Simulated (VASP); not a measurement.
# Hg3Se2S (P3m1) in VASP: notebook

Runs on Hg3Se2S. Level: PBEsol. Tasks: relaxation of cell and atoms.

All numbers are computed with VASP 6.6.1; they aren't measurements. Logs are shortened: lines on timing, memory, paths and dates and some standing lists are left out, and cuts for length are marked.

### 1 The cell of the first run

It takes space group P3m1 (No. 156, trigonal). Conventional cell: a = 4.264 Å, b = 4.264 Å, c = 10.444 Å, α = 90.00°, β = 90.00°, γ = 120.00°. Hg (site symmetry 3m) has 3 Se at 2.61 Å and 1 S at 2.61 Å within 3.4 Å. Within 3.4 Å of Hg (site symmetry 3m) lie 3 S at 2.61 Å and 1 Se at 2.61 Å. Hg (site symmetry 3m) has 4 Se at 2.61 Å within 3.4 Å. Within 3.4 Å of S (site symmetry 3m) lie 4 Hg at 2.61 Å. Within 3.4 Å of Se (site symmetry 3m) lie 4 Hg at 2.61 Å. Se (site symmetry 3m) has 4 Hg at 2.61 Å within 3.4 Å.

### 2 Relaxation of cell and atoms, PBEsol

File INCAR:

```
ALGO = Normal
EDIFF = 1E-7
EDIFFG = -0.005
ENCUT = 500
GGA = PS
GGA_COMPAT = F
IBRION = 2
ISIF = 3
ISMEAR = 0
LASPH = T
LCHARG = F
LREAL = F
LWAVE = F
NELM = 120
NELMIN = 4
NSW = 80
PREC = Accurate
SIGMA = 0.03
```

File KPOINTS:

```
k-points
0
Gamma
  9 9 4
```

File POSCAR:

```
Hg3Se2S
1.0
    4.2638538906      0.0000000000      0.0000000000
   -2.1319269453      3.6926057872      0.0000000000
    0.0000000000      0.0000000000     10.4442663696
Hg S Se
3 1 2
Direct
    0.0000000000      0.0000000000      0.0000000000
    0.3333333333      0.6666666667      0.3333333333
    0.6666666667      0.3333333333      0.6666666667
    0.0000000000      0.0000000000      0.2500000000
    0.3333333333      0.6666666667      0.5833333333
    0.6666666667      0.3333333333      0.9166666667
```

Potentials or basis: VASP PAW PBE potentials, release 64 (Hg, S, Se).

Launch:

```console
$ cat potpaw_PBE.64/Hg/POTCAR potpaw_PBE.64/S/POTCAR potpaw_PBE.64/Se/POTCAR > POTCAR
$ mpirun -np 1 vasp_std > vasp.out
```

OUTCAR:

```text
EDIFF = 1E-7
   EDIFFG = -0.005
   ENCUT = 500
   GGA = PS
   IBRION = 2
   ISIF = 3
   ISMEAR = 0
   LASPH = T
   LREAL = F
   NELM = 120
   NELMIN = 4
   NSW = 80
   PREC = Accurate

 ion  position               nearest neighbor table
   1  0.000  0.000  0.000-   6 2.61   6 2.61   4 2.61   6 2.61
   2  0.333  0.667  0.333-   4 2.61   4 2.61   5 2.61   4 2.61
   3  0.667  0.333  0.667-   5 2.61   6 2.61   5 2.61   5 2.61
   4  0.000  0.000  0.250-   2 2.61   2 2.61   1 2.61   2 2.61
   5  0.333  0.667  0.583-   3 2.61   2 2.61   3 2.61   3 2.61
   6  0.667  0.333  0.917-   1 2.61   1 2.61   3 2.61   1 2.61

  LATTYP: Found a hexagonal cell.
 ALAT       =     4.2638538906
 C/A-ratio  =     2.4494897427

  Lattice vectors:

 A1 = (   4.2638538906,   0.0000000000,   0.0000000000)
 A2 = (  -2.1319269453,   3.6926057872,   0.0000000000)
 A3 = (   0.0000000000,   0.0000000000,  10.4442663696)

Analysis of symmetry for initial positions (statically):
=====================================================================
 Subroutine PRICEL returns:
 Original cell was already a primitive cell.

 Routine SETGRP: Setting up the symmetry group for a
 hexagonal supercell.

 Subroutine GETGRP returns: Found  6 space group operations
 (whereof  6 operations were pure point group operations)
 out of a pool of 24 trial point group operations.

The static configuration has the point symmetry C_3v.

Analysis of symmetry for dynamics (positions and initial velocities):
=====================================================================
 Subroutine PRICEL returns:
 Original cell was already a primitive cell.

 Routine SETGRP: Setting up the symmetry group for a
 hexagonal supercell.

 Subroutine GETGRP returns: Found  6 space group operations
 (whereof  6 operations were pure point group operations)
 out of a pool of 24 trial point group operations.

The dynamic configuration has the point symmetry C_3v.

 Subroutine INISYM returns: Found  6 space group operations
 (whereof  6 operations are pure point group operations),
 and found     1 'primitive' translations

----------------------------------------------------------------------------------------

                                     Primitive cell

  volume of cell :     164.4422

  direct lattice vectors                    reciprocal lattice vectors
     4.263853891  0.000000000  0.000000000     0.234529612  0.135405735  0.000000000
    -2.131926945  3.692605787  0.000000000     0.000000000  0.270811470  0.000000000
     0.000000000  0.000000000 10.444266370     0.000000000  0.000000000  0.095746313

  length of vectors
     4.263853891  4.263853891 10.444266370     0.270811470  0.270811470  0.095746313

  position of ions in fractional coordinates (direct lattice)
     0.000000000  0.000000000  0.000000000
     0.333333333  0.666666667  0.333333333
     0.666666667  0.333333333  0.666666667
     0.000000000  0.000000000  0.250000000
     0.333333333  0.666666667  0.583333333
     0.666666667  0.333333333  0.916666667

  ion indices of the primitive-cell ions
   primitive index   ion index
                 1           1
                 2           2
                 3           3
                 4           4
                 5           5
                 6           6

----------------------------------------------------------------------------------------

 KPOINTS: k-points

Automatic generation of k-mesh.
 Grid dimensions read from file:
 generate k-points for:    9    9    4

 Generating k-lattice:

  Cartesian coordinates                     Fractional coordinates (reciprocal lattice)
     0.026058846  0.015045082  0.000000000     0.111111111  0.000000000  0.000000000
     0.000000000  0.030090163  0.000000000     0.000000000  0.111111111  0.000000000
     0.000000000  0.000000000  0.023936578     0.000000000  0.000000000  0.250000000

  Length of vectors
     0.030090163  0.030090163  0.023936578

  Shift w.r.t. Gamma in fractional coordinates (k-lattice)
     0.000000000  0.000000000  0.000000000

 Subroutine IBZKPT returns following result:
 ===========================================

 Found     43 irreducible k-points:

 Following reciprocal coordinates:
            Coordinates               Weight
  0.000000  0.000000  0.000000      1.000000
  0.111111 -0.000000  0.000000      6.000000
  0.222222 -0.000000  0.000000      6.000000
  0.333333 -0.000000  0.000000      6.000000
  0.444444 -0.000000  0.000000      6.000000
  0.111111  0.111111  0.000000      6.000000
[... 16 lines left out ...]
  0.222222  0.111111  0.250000     12.000000
 -0.111111  0.333333  0.250000     12.000000
 [... further k-points ...]
   k-points           NKPTS =     43   k-points in BZ     NKDIM =     43   number of bands    NBANDS=     32
   number of dos      NEDOS =    301   number of ions     NIONS =      6
   total plane-waves  NPLWV =  81920
   dimension x,y,z NGX =    32 NGY =   32 NGZ =   80
   dimension x,y,z NGXF=    64 NGYF=   64 NGZF=  160
   ions per type =               3   1   2
   NGX,Y,Z   is equivalent  to a cutoff of  12.48, 12.48, 12.73 a.u.
   NGXF,Y,Z  is equivalent  to a cutoff of  24.95, 24.95, 25.47 a.u.
 SYSTEM =  unknown system
   PREC   = accura    normal or accurate (medium, high low for compatibility)
   ISTART =      0    job   : 0-new  1-cont  2-samecut
   ICHARG =      2    charge: 1-file 2-atom 10-const
   ISPIN  =      1    spin polarized calculation?
   LNONCOLLINEAR =      F non collinear calculations
   LSORBIT =      F    spin-orbit coupling
   LASPH  =      T    aspherical Exc in radial PAW
   ENCUT  =  500.0 eV  36.75 Ry    6.06 a.u.   7.77  7.77 19.04*2*pi/ulx,y,z
   NELM   =    120;   NELMIN=  4; NELMDL= -5     # of ELM steps
   EDIFF  = 0.1E-06   stopping-criterion for ELM
   LREAL  =      F    real-space projection
   EDIFFG = -.5E-02   stopping-criterion for IOM
   NSW    =     80    number of steps for IOM
   IBRION =      2    ionic relax: 0-MD 1-quasi-New 2-CG
   NFREE  =      1    steps in history (QN), initial steepest desc. (CG)
   ISIF   =      3    stress and relaxation
   ISYM   =      2    0-nonsym 1-usesym 2-fastsym
   POTIM  = 0.5000    time-step for ionic-motion
   TEBEG  =    0.0;   TEEND  =   0.0 temperature during run
   PSTRESS=    0.0 pullay stress
   NELECT =      54.0000    total number of electrons
   NUPDOWN=      -1.0000    fix difference up-down
   EMIN   =  10.00;   EMAX   =-10.00  energy-range for DOS
   EFERMI =   0.00;   METHOD = LEGACY
   ISMEAR =     0;   SIGMA  =   0.03  broadening in eV -4-tet -1-fermi 0-gaus
   EFERMI_NEDOS =   21; number of points for ismear=-14 and -15
   IALGO  =     38    algorithm
   IMIX   =      4    mixing-type and parameters
     AMIX     =   0.40;   BMIX     =  1.00
     AMIX_MAG =   1.60;   BMIX_MAG =  1.00
  volume/ion in A,a.u.               =      27.41       184.95
  Fermi-wavevector in a.u.,A,eV,Ry     =   1.129453  2.134358 17.356478  1.275665
  Thomas-Fermi vector in A             =   2.266147
   LORBIT       =      0    0 simple, 1 ext, 2 COOP (PROOUT), +10 PAW based schemes
   GGA     = PS    functional components
   LHFCALC =     F    Hartree Fock is set to
   AEXX    =    0.0000 exact exchange contribution
   IVDW    =     0    specifies the selected vdW correction
   LEPSILON=     F    determine dielectric tensor
   LRPA    =     F    only Hartree local field effects (RPA)
 conjugate gradient relaxation of ions
 non-spin polarized calculation
 Gauss-broadening in eV      SIGMA  =   0.03
  energy-cutoff  :      500.00
  volume of cell :      164.44
 maximum number of plane-waves:      4209
 NGX is ok and might be reduce to    32
   NGX = 15   NGY = 15   NGZ = 39

--------------------------------------- Ionic step        1  -------------------------------------------

 number of electron      54.0000002 magnetization

 Free energy of the ion-electron system (eV)
  ---------------------------------------------------
  ext. energy  EPLUGINS =         0.00000000
  ---------------------------------------------------
  free energy    TOTEN  =       -14.80387083 eV

  energy without entropy =      -14.80375322  energy(sigma->0) =      -14.80381203

------------------------ aborting loop because EDIFF is reached ----------------------------------------

  FORCE on cell =-STRESS in cart. coord.  units (eV):
  Direction    XX          YY          ZZ          XY          YZ          ZX
  --------------------------------------------------------------------------------------
  -------------------------------------------------------------------------------------
  Total        1.0684718      1.0684718      0.9774538     -0.0000000      0.0000000      0.0000000
  in kB       10.4102330     10.4102330      9.5234346     -0.0000000      0.0000000      0.0000000
  external PRESSURE =      10.1146335 kB  Pullay stress =       0.0000000 kB
[... 101 lines left out ...]
  FREE ENERGIE OF THE ION-ELECTRON SYSTEM (eV)
  ---------------------------------------------------
  free  energy   TOTEN  =       -14.8296478336 eV

  energy  without entropy=      -14.8295345540  energy(sigma->0) =      -14.82959119

[... ionic steps 4 to 8 ...]

--------------------------------------- Ionic step        9  -------------------------------------------

 number of electron      54.0000001 magnetization

------------------------ aborting loop because EDIFF is reached ----------------------------------------

  FORCE on cell =-STRESS in cart. coord.  units (eV):
  Direction    XX          YY          ZZ          XY          YZ          ZX
  --------------------------------------------------------------------------------------
  -------------------------------------------------------------------------------------
  Total        0.0046795      0.0046795      0.0774237      0.0000000      0.0000000      0.0000000
  in kB        0.0449626      0.0449626      0.7439217      0.0000000      0.0000000      0.0000000
  external PRESSURE =       0.2779489 kB  Pullay stress =       0.0000000 kB
[... 65 lines left out ...]
  energy  without entropy=      -14.8601100494  energy(sigma->0) =      -14.86016468

--------------------------------------- Ionic step       11  -------------------------------------------

 number of electron      54.0000001 magnetization

 Free energy of the ion-electron system (eV)
  ---------------------------------------------------
  ext. energy  EPLUGINS =         0.00000000
  ---------------------------------------------------
  free energy    TOTEN  =       -14.86022808 eV

  energy without entropy =      -14.86011879  energy(sigma->0) =      -14.86017344

 E-fermi :   1.5367     XC(G=0):  -9.2161

 val. band max:        1.5363486308   @ k =   0.0000   0.0000   0.0000
 cond. band min:       1.7794321841   @ k =   0.0000   0.0000   0.2500
 fundamental gap:      0.2430835533
 Fermi energy:         1.5366694059

 k-point     1 :       0.0000    0.0000    0.0000
  band No.  band energies     occupation
      1     -11.7567      2.00000
      2     -11.4354      2.00000
      3     -11.3517      2.00000
      4      -5.5396      2.00000
      5      -5.5396      2.00000
      6      -5.5207      2.00000
[... 829 lines left out ...]
     31       5.3146      0.00000
     32       6.6293      0.00000

 [... further k-points ...]

------------------------ aborting loop because EDIFF is reached ----------------------------------------

  FORCE on cell =-STRESS in cart. coord.  units (eV):
  Direction    XX          YY          ZZ          XY          YZ          ZX
  --------------------------------------------------------------------------------------
  -------------------------------------------------------------------------------------
  Total       -0.0196474     -0.0196474      0.0016281      0.0000000      0.0000000      0.0000000
  in kB       -0.1886381     -0.1886381      0.0156312      0.0000000      0.0000000      0.0000000
  external PRESSURE =      -0.1205483 kB  Pullay stress =       0.0000000 kB
[... 21 lines left out ...]
  FREE ENERGIE OF THE ION-ELECTRON SYSTEM (eV)
  ---------------------------------------------------
  free  energy   TOTEN  =       -14.8602280774 eV

  energy  without entropy=      -14.8601187935  energy(sigma->0) =      -14.86017344

 reached required accuracy - stopping structural energy minimisation
```

Wall time 13 min (1 thread of AMD EPYC 9R45 (Zen 5), shared host); peak memory 0.38 GiB.

Results:

* Free energy: -14.8602 eV
* Relaxed volume: 27.81 Å³/atom
* Relaxed cell: a = 4.283 Å, b = 4.283 Å, c = 10.503 Å, α = 90.00°, β = 90.00°, γ = 120.00°
* Space group after relaxing (to 0.1 Å): P3m1 (No. 156)
* Energy gained by relaxing: 9.4 meV/atom
* Ionic steps: 11
* Pressure after relaxing: 0.0 GPa
* Largest force after relaxing: 0.004 eV/Å
* Band gap on the k mesh: zero (filled and empty bands touch)

Forces on the atoms (eV/Å):
```
Hg   0.000  0.000  0.004
Hg   0.000  0.000  0.003
Hg   0.000  0.000 -0.001
S    0.000  0.000 -0.002
Se   0.000  0.000 -0.001
Se   0.000  0.000 -0.003
```

Step by step:
| step | energy change (eV) | largest force (eV/Å) | pressure (GPa) | volume (Å³) |
| --- | --- | --- | --- | --- |
| 1 | 0.0000 | 0.4757 | 1.01 | 164.44 |
| 2 | -0.0256 | 0.3201 | -0.42 | 168.59 |
| 3 | -0.0258 | 0.3063 | -0.55 | 168.98 |
| 4 | -0.0408 | 0.1850 | -0.34 | 168.19 |
| 5 | -0.0514 | 0.1908 | 0.10 | 166.68 |
| 6 | -0.0515 | 0.1881 | 0.06 | 166.82 |
| 7 | -0.0553 | 0.1009 | 0.00 | 166.89 |
| 8 | -0.0561 | 0.0386 | -0.03 | 166.94 |
| 9 | -0.0563 | 0.0080 | 0.03 | 166.75 |
| 10 | -0.0563 | 0.0080 | 0.01 | 166.79 |
| 11 | -0.0564 | 0.0043 | -0.01 | 166.87 |

Final structure:
```xyz
6
Lattice="4.2831 0.0000 0.0000 -2.1416 3.7093 0.0000 0.0000 0.0000 10.5034" Properties=species:S:1:pos:R:3 pbc="T T T"
Hg   -2.1416    3.7093    0.0979
Hg    0.0000    2.4729    3.4037
Hg    2.1416    1.2364    7.0091
S     0.0000    0.0000    2.6457
Se    0.0000    2.4729    6.0699
Se    2.1416    1.2364    9.6581
```

Levels at points of the mesh, in eV from the Fermi level:
```csv
k point,band 24,band 25,band 26,band 27,band 28,band 29,band 30,band 31
"(0.00, 0.00, 0.00)",-0.61,-0.61,-0.11,0.00,0.00,1.03,1.29,5.55
"(0.00, 0.00, 0.50)",-0.38,-0.38,-0.15,-0.15,0.58,0.87,1.22,4.95
```

Caveat: semilocal functionals underestimate gaps, and a narrow one can read as zero; the PAW data sets were made with another functional, which shifts forces and pressure a little; spin-orbit coupling is left out, which moves the levels of the heavy elements.

### 3 Relaxation of cell and atoms, PBEsol, target pressure 1 GPa, at which the enthalpy is minimised

This run uses another cell than the first one, of 27.64 Å³/atom.

File INCAR:

```
SYSTEM = Hg3Se2S
PREC = Accurate ; ENCUT = 500
EDIFF = 1E-7 ; ISMEAR = 0
SIGMA = 0.03 ; LREAL = .False.
LASPH = .True. ; NELM = 120
ALGO = Normal ; ISIF = 3
LWAVE = .False. ; LCHARG = .False.
GGA = PS ; IBRION = 2
NSW = 80 ; EDIFFG = -0.005
PSTRESS = 10.0 ; GGA_COMPAT = .False.
NELMIN = 4
```

File KPOINTS:

```
Automatic mesh
0
Gamma
  9 9 4
  0 0 0
```

File POSCAR:

```
Hg3Se2S
1.0
    4.2731284868      0.0000000000      0.0000000000
   -2.1365642434      3.7006378232      0.0000000000
    0.0000000000      0.0000000000     10.4882617103
Hg S Se
3 1 2
Direct
    0.0000000000      0.0000000000      0.0094936792
    0.3333333333      0.6666666667      0.3240593885
    0.6666666667      0.3333333333      0.6673515162
    0.0000000000      0.0000000000      0.2518417652
    0.3333333333      0.6666666667      0.5778171032
    0.6666666667      0.3333333333      0.9194365477
```

Potentials or basis: VASP PAW PBE potentials, release 64 (Hg, S, Se).

Launch:

```console
$ cat potpaw_PBE.64/Hg/POTCAR potpaw_PBE.64/S/POTCAR potpaw_PBE.64/Se/POTCAR > POTCAR
$ mpirun -np 1 vasp_std > vasp.out
```

It took 7.1 min on 1 thread of AMD EPYC 9R45 (Zen 5), shared host; peak memory 0.38 GiB.

Results (log left out):

| Item | Value |
| --- | --- |
| Free energy | -14.8518 eV |
| Relaxed volume | 27.32 Å³/atom |
| Relaxed cell | a = 4.256 Å, b = 4.256 Å, c = 10.448 Å, α = 90.00°, β = 90.00°, γ = 120.00° |
| Space group after relaxing (to 0.1 Å) | P3m1 (No. 156) |
| Energy change on relaxing (the run minimises the enthalpy) | +1.3 meV/atom |
| Ionic steps | 7 |
| Pressure after relaxing | 1.0 GPa |
| Band gap on the k mesh | zero (filled and empty bands touch) |

The path:
| step | energy change (eV) | largest force (eV/Å) | pressure (GPa) | volume (Å³) |
| --- | --- | --- | --- | --- |
| 1 | 0.0000 | 0.0067 | 0.32 | 165.85 |
| 2 | 0.0141 | 0.0218 | 1.31 | 163.06 |
| 3 | 0.0080 | 0.0167 | 1.00 | 163.90 |
| 4 | 0.0080 | 0.0096 | 1.00 | 163.90 |
| 5 | 0.0080 | 0.0082 | 1.00 | 163.89 |
| 6 | 0.0080 | 0.0060 | 1.00 | 163.90 |
| 7 | 0.0079 | 0.0013 | 0.99 | 163.91 |

Final structure:
```
Hg S Se
1.0
     4.25606    0.00000    0.00000
    -2.12803    3.68585    0.00000
     0.00000    0.00000   10.44850
Hg S Se
3 1 2
Direct
  0.00000 0.00000 0.00969
  0.33333 0.66667 0.32391
  0.66667 0.33333 0.66741
  0.00000 0.00000 0.25208
  0.33333 0.66667 0.57757
  0.66667 0.33333 0.91934
```

Levels at points of the mesh, in eV from the Fermi level:
```csv
k point,band 25,band 26,band 27,band 28,band 29,band 30
"(0.00, 0.00, 0.00)",-0.63,-0.12,0.00,0.00,1.04,1.31
"(0.00, 0.00, 0.50)",-0.40,-0.15,-0.15,0.58,0.88,1.23
```

Caveat: the cell is relaxed towards a set pressure, so the run minimises the enthalpy, not the energy; semilocal functionals underestimate gaps, and a narrow one can read as zero; the PAW data sets were made with another functional, which shifts forces and pressure a little; spin-orbit coupling is left out, which moves the levels of the heavy elements.

The gap in the log of VASP goes by the Fermi energy; the results here count the filled bands.